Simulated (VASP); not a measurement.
# Hf3N4 (I-43d) in VASP: a series of runs

The runs below take Hf3N4 through relaxation of the atoms, with PBEsol.

All numbers are computed with VASP 6.6.1; they aren't measurements. Logs are shortened: lines on timing, memory, paths and dates and some standing lists are left out, and cuts for length are marked.

## 1. The cell of the first run

Symmetry: I-43d, No. 220, cubic system. Conventional cell: a = 6.717 Å, b = 6.717 Å, c = 6.717 Å, α = 90.00°, β = 90.00°, γ = 90.00°. Hf (site symmetry -4) has 8 N at 2.23 to 2.43 Å within 2.9 Å. N (site symmetry 3) has 6 Hf at 2.23 to 2.43 Å and 5 N at 2.60 to 2.91 Å within 3.0 Å.

## 2. Relaxation of the atoms, PBEsol (10.82 Å³/atom)

File INCAR:

```
SYSTEM = Hf3N4
PREC     = Accurate       ! precision mode
ENCUT    = 520            ! plane-wave cutoff, eV
EDIFF    = 1E-7           ! SCF threshold, eV
ISMEAR   = 0              ! smearing method
SIGMA    = 0.02           ! smearing width, eV
LREAL    = .FALSE.        ! projectors in reciprocal space
LASPH    = .TRUE.         ! aspherical terms in the spheres
NELM     = 120            ! most SCF steps
ALGO     = Normal         ! electronic algorithm
ISIF     = 2              ! what is computed and relaxed
LWAVE    = .FALSE.        ! write WAVECAR
LCHARG   = .FALSE.        ! write CHGCAR
GGA      = PS             ! functional
IBRION   = 2              ! ionic algorithm
NSW      = 50             ! ionic steps
EDIFFG   = -0.01          ! ionic threshold
GGA_COMPAT= .FALSE.      
NELMIN   = 4            
KPAR     = 4
```

File KPOINTS:

```
Automatic mesh
0
G
  6 6 6
  0 0 0
```

File POSCAR:

```
Hf3N4
1.0
   -3.3584380410      3.3584380410      3.3584380410
    3.3584380410     -3.3584380410      3.3584380410
    3.3584380410      3.3584380410     -3.3584380410
Hf N
6 8
Direct
    0.2500000000      0.6250000000      0.3750000000
    0.3750000000      0.2500000000      0.6250000000
    0.7500000000      0.8750000000      0.1250000000
    0.1250000000      0.7500000000      0.8750000000
    0.6250000000      0.3750000000      0.2500000000
    0.8750000000      0.1250000000      0.7500000000
    0.1394611949      0.1394611949      0.1394611949
    0.8605388051      0.5000000000      0.0000000000
    0.5000000000      0.0000000000      0.3605388051
    0.0000000000      0.8605388051      0.5000000000
    0.3605388051      0.5000000000      0.0000000000
    0.6394611949      0.6394611949      0.6394611949
    0.0000000000      0.3605388051      0.5000000000
    0.5000000000      0.0000000000      0.8605388051
```

Potentials or basis: VASP PAW PBE potentials, release 64 (Hf_pv, N).

Launch:

```console
$ cat potpaw_PBE.64/Hf_pv/POTCAR potpaw_PBE.64/N/POTCAR > POTCAR
$ mpirun -np 4 vasp_std > vasp.out
```

OUTCAR:

```text
SYSTEM = Hf3N4
   PREC = Accurate
   ENCUT = 520
   EDIFF = 1E-7
   ISMEAR = 0
   LREAL = .FALSE.
   LASPH = .TRUE.
   NELM = 120
   ISIF = 2
   GGA = PS
   IBRION = 2
   NSW = 50
   EDIFFG = -0.01
   NELMIN = 4

 ion  position               nearest neighbor table
   1  0.250  0.625  0.375-   8 2.23  12 2.23  13 2.23   9 2.23  11 2.43   7 2.43  10 2.43  14 2.43
                             5 3.14   2 3.14   4 3.14   4 3.14   6 3.14   2 3.14   6 3.14   5 3.14
   2  0.375  0.250  0.625-   9 2.23  10 2.23  11 2.23  12 2.23   7 2.43   8 2.43  13 2.43  14 2.43
                             5 3.14   1 3.14   5 3.14   6 3.14   6 3.14   1 3.14   3 3.14   3 3.14
   3  0.750  0.875  0.125-  10 2.23  11 2.23  14 2.23   7 2.23   9 2.43  12 2.43  13 2.43   8 2.43
                             6 3.14   4 3.14   5 3.14   6 3.14   5 3.14   2 3.14   2 3.14   4 3.14
   4  0.125  0.750  0.875-   7 2.23   8 2.23  13 2.23  14 2.23  11 2.43  12 2.43   9 2.43  10 2.43
                             6 3.14   1 3.14   3 3.14   1 3.14   5 3.14   5 3.14   6 3.14   3 3.14
   5  0.625  0.375  0.250-  11 2.23  12 2.23  13 2.23  14 2.23  10 2.43   9 2.43   7 2.43   8 2.43
                             4 3.14   1 3.14   2 3.14   3 3.14   2 3.14   3 3.14   1 3.14   4 3.14
   6  0.875  0.125  0.750-   7 2.23   8 2.23   9 2.23  10 2.23  11 2.43  12 2.43  13 2.43  14 2.43
                             1 3.14   2 3.14   3 3.14   4 3.14   3 3.14   2 3.14   4 3.14   1 3.14
   7  0.139  0.139  0.139-   4 2.23   6 2.23   3 2.23   2 2.43   5 2.43   1 2.43
   8  0.861  0.500  0.000-   1 2.23   4 2.23   6 2.23   2 2.43   5 2.43   3 2.43
   9  0.500  0.000  0.361-   2 2.23   6 2.23   1 2.23   4 2.43   5 2.43   3 2.43
  10  0.000  0.861  0.500-   2 2.23   3 2.23   6 2.23   5 2.43   1 2.43   4 2.43
  11  0.361  0.500  0.000-   2 2.23   3 2.23   5 2.23   6 2.43   1 2.43   4 2.43
  12  0.639  0.639  0.639-   1 2.23   5 2.23   2 2.23   4 2.43   3 2.43   6 2.43
  13  0.000  0.361  0.500-   1 2.23   4 2.23   5 2.23   2 2.43   3 2.43   6 2.43
  14  0.500  0.000  0.861-   3 2.23   5 2.23   4 2.23   2 2.43   1 2.43   6 2.43

  LATTYP: Found a body centered cubic cell.
 ALAT       =     6.7168760820

  Lattice vectors:

 A1 = (  -3.3584380410,   3.3584380410,   3.3584380410)
 A2 = (   3.3584380410,  -3.3584380410,   3.3584380410)
 A3 = (   3.3584380410,   3.3584380410,  -3.3584380410)

Analysis of symmetry for initial positions (statically):
=====================================================================
 Subroutine PRICEL returns:
 Original cell was already a primitive cell.

 Routine SETGRP: Setting up the symmetry group for a
 body centered cubic supercell.

 Subroutine GETGRP returns: Found 24 space group operations
 (whereof  3 operations were pure point group operations)
 out of a pool of 48 trial point group operations.

The static configuration has the point symmetry C_3 .
 The point group associated with its full space group is T_d .

Analysis of symmetry for dynamics (positions and initial velocities):
[... 127 lines left out ...]
   EDIFF  = 0.1E-06   stopping-criterion for ELM
   LREAL  =      F    real-space projection
   EDIFFG = -.1E-01   stopping-criterion for IOM
   NSW    =     50    number of steps for IOM
   IBRION =      2    ionic relax: 0-MD 1-quasi-New 2-CG
   NFREE  =      1    steps in history (QN), initial steepest desc. (CG)
   ISIF   =      2    stress and relaxation
   ISYM   =      2    0-nonsym 1-usesym 2-fastsym
   POTIM  = 0.5000    time-step for ionic-motion
   TEBEG  =    0.0;   TEEND  =   0.0 temperature during run
   PSTRESS=    0.0 pullay stress
   NELECT =     100.0000    total number of electrons
   NUPDOWN=      -1.0000    fix difference up-down
   EMIN   =  10.00;   EMAX   =-10.00  energy-range for DOS
   EFERMI =   0.00;   METHOD = LEGACY
   ISMEAR =     0;   SIGMA  =   0.02  broadening in eV -4-tet -1-fermi 0-gaus
   EFERMI_NEDOS =   21; number of points for ismear=-14 and -15
   IALGO  =     38    algorithm
   IMIX   =      4    mixing-type and parameters
     AMIX     =   0.40;   BMIX     =  1.00
     AMIX_MAG =   1.60;   BMIX_MAG =  1.00
  volume/ion in A,a.u.               =      10.82        73.04
  Fermi-wavevector in a.u.,A,eV,Ry     =   1.425337  2.693496 27.641391  2.031585
  Thomas-Fermi vector in A             =   2.545732
   LORBIT       =      0    0 simple, 1 ext, 2 COOP (PROOUT), +10 PAW based schemes
   GGA     = PS    functional components
   LHFCALC =     F    Hartree Fock is set to
   AEXX    =    0.0000 exact exchange contribution
   IVDW    =     0    specifies the selected vdW correction
   LEPSILON=     F    determine dielectric tensor
   LRPA    =     F    only Hartree local field effects (RPA)
 conjugate gradient relaxation of ions
 non-spin polarized calculation
 Gauss-broadening in eV      SIGMA  =   0.02
  energy-cutoff  :      520.00
  volume of cell :      151.52
 maximum number of plane-waves:      4124
 NGX is ok and might be reduce to    48
   NGX = 21   NGY = 21   NGZ = 21

--------------------------------------- Ionic step        1  -------------------------------------------

 number of electron     100.0000000 magnetization

 number of electron      99.9999992 magnetization

 Free energy of the ion-electron system (eV)
  ---------------------------------------------------
  ext. energy  EPLUGINS =         0.00000000
  ---------------------------------------------------
  free energy    TOTEN  =      -156.57428450 eV

  energy without entropy =     -156.57428450  energy(sigma->0) =     -156.57428450

------------------------ aborting loop because EDIFF is reached ----------------------------------------

  FORCE on cell =-STRESS in cart. coord.  units (eV):
  Direction    XX          YY          ZZ          XY          YZ          ZX
  --------------------------------------------------------------------------------------
  -------------------------------------------------------------------------------------
  Total      -10.0930766    -10.0930766    -10.0930766      0.0000000      0.0000000      0.0000000
  in kB     -106.7240109   -106.7240109   -106.7240109      0.0000000      0.0000000      0.0000000
  external PRESSURE =    -106.7240109 kB  Pullay stress =       0.0000000 kB
[... 131 lines left out ...]
--------------------------------------- Ionic step        4  -------------------------------------------

 number of electron      99.9999997 magnetization

 Free energy of the ion-electron system (eV)
  ---------------------------------------------------
  ext. energy  EPLUGINS =         0.00000000
  ---------------------------------------------------
  free energy    TOTEN  =      -156.60322619 eV

  energy without entropy =     -156.60322619  energy(sigma->0) =     -156.60322619

 E-fermi :   6.6904     XC(G=0): -12.9156

 val. band max:        6.5175444650   @ k =   0.0000   0.0000   0.0000
 cond. band min:       7.4642438012   @ k =   0.0000   0.0000   0.0000
 fundamental gap:      0.9466993362
 Fermi energy:         6.6904206293

 k-point     1 :       0.0000    0.0000    0.0000
  band No.  band energies     occupation
      1     -24.1702      2.00000
      2     -24.1702      2.00000
      3     -24.1702      2.00000
      4     -24.0823      2.00000
      5     -24.0823      2.00000
      6     -24.0823      2.00000
[... 1038 lines left out ...]
  FREE ENERGIE OF THE ION-ELECTRON SYSTEM (eV)
  ---------------------------------------------------
  free  energy   TOTEN  =      -156.6032261934 eV

  energy  without entropy=     -156.6032261934  energy(sigma->0) =     -156.60322619

 reached required accuracy - stopping structural energy minimisation
```

CONTCAR:

```text
Hf3N4
   1.00000000000000
    -3.3584380409999999    3.3584380409999999    3.3584380409999999
     3.3584380409999999   -3.3584380409999999    3.3584380409999999
     3.3584380409999999    3.3584380409999999   -3.3584380409999999
  Hf              N
     6     8
Direct
     0.2500000000000000    0.6250000000000000    0.3750000000000000
[... 17 lines left out ...]
  0.00000000E+00  0.00000000E+00  0.00000000E+00
  0.00000000E+00  0.00000000E+00  0.00000000E+00
  0.00000000E+00  0.00000000E+00  0.00000000E+00
  0.00000000E+00  0.00000000E+00  0.00000000E+00
  0.00000000E+00  0.00000000E+00  0.00000000E+00
  0.00000000E+00  0.00000000E+00  0.00000000E+00
  0.00000000E+00  0.00000000E+00  0.00000000E+00
  0.00000000E+00  0.00000000E+00  0.00000000E+00
  0.00000000E+00  0.00000000E+00  0.00000000E+00
  0.00000000E+00  0.00000000E+00  0.00000000E+00
  0.00000000E+00  0.00000000E+00  0.00000000E+00
```

Wall time 2.1 min (4 MPI ranks of AMD EPYC 7R13 (Zen 3), shared host); peak memory 0.37 GiB.

What came out:

```
Free energy               : -156.6032 eV
Energy gained by relaxing : 2.1 meV/atom
Ionic steps               : 4
Pressure after relaxing   : -8.8 GPa
Band gap on the k mesh    : 0.95 eV
```

Step by step:
```tsv
step	energy change (eV)	largest force (eV/Å)	pressure (GPa)
1	0.0000	0.1858	-10.67
2	-0.0118	0.1427	-10.28
3	-0.0287	0.0154	-8.98
4	-0.0289	0.0001	-8.81
```

Final structure:
```
Hf N
1.0
    -3.35844    3.35844    3.35844
     3.35844   -3.35844    3.35844
     3.35844    3.35844   -3.35844
Hf N
6 8
Cartesian
  2.5188 0.0000 1.6792
  1.6792 2.5188 0.0000
  0.8396 0.0000 5.0377
  5.0377 0.8396 0.0000
  0.0000 1.6792 2.5188
  0.0000 5.0377 0.8396
  0.4458 0.4458 0.4458
  -1.2334 1.2334 4.5919
  -0.4458 2.9127 0.4458
  1.2334 2.1250 4.5919
  0.4458 -0.4458 2.9127
  2.1250 2.1250 2.1250
  2.9127 0.4458 -0.4458
  4.5919 1.2334 2.1250
```

Caveat: the PAW data sets were made with another functional, which shifts forces and pressure a little; spin-orbit coupling is left out, which moves the levels of the heavy elements.

(Part 1 of 2 ends here.)
